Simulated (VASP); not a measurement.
Wanted: the native input for a VASP 6.6.1 run.

```yaml
Task: single point
Functional: PBE
Potentials_or_basis: VASP PAW PBE potentials, release 64 (Zr_sv, Sn_d, O)
Cutoff: 520 eV
k_mesh: 4 × 4 × 4
Occupations: fermi-dirac, width 0.01 eV
Spin: no spin polarisation
Dipole_correction: no
Further_INCAR_settings: LREAL = Auto; ALGO = Normal; EDIFF = 1e-06; NBANDS = 121
```

The structure of ZrSn7O16 (a cell with a defect) lies in POSCAR:

```
ZrSn7O16
1.0
   -4.7380000000      4.7380000000      3.1865000000
    4.7380000000     -4.7380000000      3.1865000000
    4.7380000000      4.7380000000     -3.1865000000
Zr Sn O
1 7 16
Direct
    0.0000000000      0.0000000000      0.0000000000
    0.5000000000      0.5000000000      0.0000000000
    0.5000000000      0.0000000000      0.5000000000
    0.0000000000      0.5000000000      0.5000000000
    0.5000000000      0.5000000000      0.5000000000
    0.0000000000      0.0000000000      0.5000000000
    0.0000000000      0.5000000000      0.0000000000
    0.5000000000      0.0000000000      0.0000000000
    0.1540508092      0.1540508092      0.3081016183
    0.6517996690      0.6517996690      0.3035993380
    0.6545935037      0.1502938229      0.8048873265
    0.1502938229      0.6545935037      0.8048873265
    0.6525678820      0.3474321180      0.5000000000
    0.1525678820      0.8474321180      0.5000000000
    0.1538807298      0.3499897277      0.0000000000
    0.6500102723      0.8461192702      0.0000000000
    0.3482003310      0.3482003310      0.6964006620
    0.8459491908      0.8459491908      0.6918983817
    0.8497061771      0.3454064963      0.1951126735
    0.3454064963      0.8497061771      0.1951126735
    0.3474321180      0.6525678820      0.5000000000
    0.8474321180      0.1525678820      0.5000000000
    0.8461192702      0.6500102723      0.0000000000
    0.3499897277      0.1538807298      0.0000000000
```

These files were run (other wordings do the same):

INCAR

```
SYSTEM = ZrSn7O16
ALGO = Normal ; EDIFF = 1E-6
ENCUT = 520 ; GGA = PE
ISIF = 2 ; ISMEAR = -1
LASPH = .TRUE. ; LCHARG = .TRUE.
LELF = .TRUE. ; LREAL = Auto
LVHAR = .TRUE. ; LWAVE = .FALSE.
NBANDS = 121 ; NELM = 100
PREC = Accurate ; SIGMA = 0.01
```

KPOINTS

```
k-points
0
G
  4 4 4
  0 0 0
```

Potentials or basis: VASP PAW PBE potentials, release 64 (Zr_sv, Sn_d, O).

Run with:

```bash
$ cat potpaw_PBE.64/Zr_sv/POTCAR potpaw_PBE.64/Sn_d/POTCAR potpaw_PBE.64/O/POTCAR > POTCAR
$ mpirun -np 1 vasp_std > vasp.out
```

Results of the run:

| Property | Result |
| --- | --- |
| Pressure | 12.9 GPa |
| Largest force | 0.017 eV/Å |
| Band gap on the k mesh | 1.81 eV |

Caveat: spin-orbit coupling is left out, which moves the levels of the heavy elements.

It took 22 min on 1 thread of Intel(R) Xeon(R) Platinum 8259CL CPU @ 2.50GHz (Skylake/Cascade Lake), with other jobs on the host, peak memory 0.66 GiB.
